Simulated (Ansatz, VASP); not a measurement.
**C: VASP beside Ansatz**

INCAR

```
  ALGO = Normal
  EDIFF = 1E-6
  ENCUT = 520
  ISIF = 2
  ISMEAR = 0
  LASPH = True
  LCHARG = False
  LREAL = False
  LWAVE = False
  NBANDS = 26
  NELM = 100
  PREC = Accurate
  SIGMA = 0.05
```

KPOINTS

```
k-points
0
Gamma
  8 8 8
```

Contents of POSCAR:

```
C
1.0
   -2.4465542730      2.4465542730      2.4465542730
    2.4465542730     -2.4465542730      2.4465542730
    2.4465542730      2.4465542730     -2.4465542730
C
8
Direct
    0.3254710859      0.0000000000      0.0000000000
    0.6745289141      0.6745289141      0.6745289141
    0.0000000000      0.3254710859      0.0000000000
    0.0000000000      0.0000000000      0.3254710859
    0.0000000000      0.6745289141      0.0000000000
    0.3254710859      0.3254710859      0.3254710859
    0.6745289141      0.0000000000      0.0000000000
    0.0000000000      0.0000000000      0.6745289141
```

Input for Ansatz:

```yaml
crystal:
  lattice:
    - [-2.446554273, 2.446554273, 2.446554273]
    - [2.446554273, -2.446554273, 2.446554273]
    - [2.446554273, 2.446554273, -2.446554273]
  atoms:
    - { symbol: C, position: [0.3254710859, 0.0, 0.0] }
    - { symbol: C, position: [0.6745289141, 0.6745289141, 0.6745289141] }
    - { symbol: C, position: [0.0, 0.3254710859, 0.0] }
    - { symbol: C, position: [0.0, 0.0, 0.3254710859] }
    - { symbol: C, position: [0.0, 0.6745289141, 0.0] }
    - { symbol: C, position: [0.3254710859, 0.3254710859, 0.3254710859] }
    - { symbol: C, position: [0.6745289141, 0.0, 0.0] }
    - { symbol: C, position: [0.0, 0.0, 0.6745289141] }
basis:
  ecutwfc: 420
kpoints:
  mp_grid: { grid: [8, 8, 8] }
hamiltonian:
  xc: lda
scf:
  occupations: { method: gaussian, width: 0.05 }
output:
  forces: true
  stress: true
  eigenvalues: true
```

Change from the starting cell: strain +0.015 along x and y, +0.015 along z, atoms carried along.

Alike in both runs: task single point; functional LDA; k mesh 8 × 8 × 8; occupations gaussian, width 0.05 eV; no spin polarisation.

|  | VASP | Ansatz |
| --- | --- | --- |
| version | VASP 6.6.1 | Ansatz 0.2.0 |
| potentials or method | VASP PAW LDA potentials, release 64 (C), cutoff 520 eV | scalar-relativistic, plane waves, PAW |
| valence electrons in the cell | 32 | 32 |

Ansatz gave:

* gap on the k mesh at the Fermi level (eV): 2.94
* least direct gap on the mesh (eV): 3.81
* pressure (GPa): -14.1
* rms of the force components (eV/Å): 0.124

Q: Which values does VASP return?

A: gap on the k mesh at the Fermi level (eV): 2.94; least direct gap on the mesh (eV): 3.79; pressure (GPa): -13.1; rms of the force components (eV/Å): 0.101.

LDA's correlation is that of Perdew and Zunger in VASP and of Perdew and Wang (1992) in Ansatz. Atom by atom the forces differ by 0.023 eV/Å (rms over components).
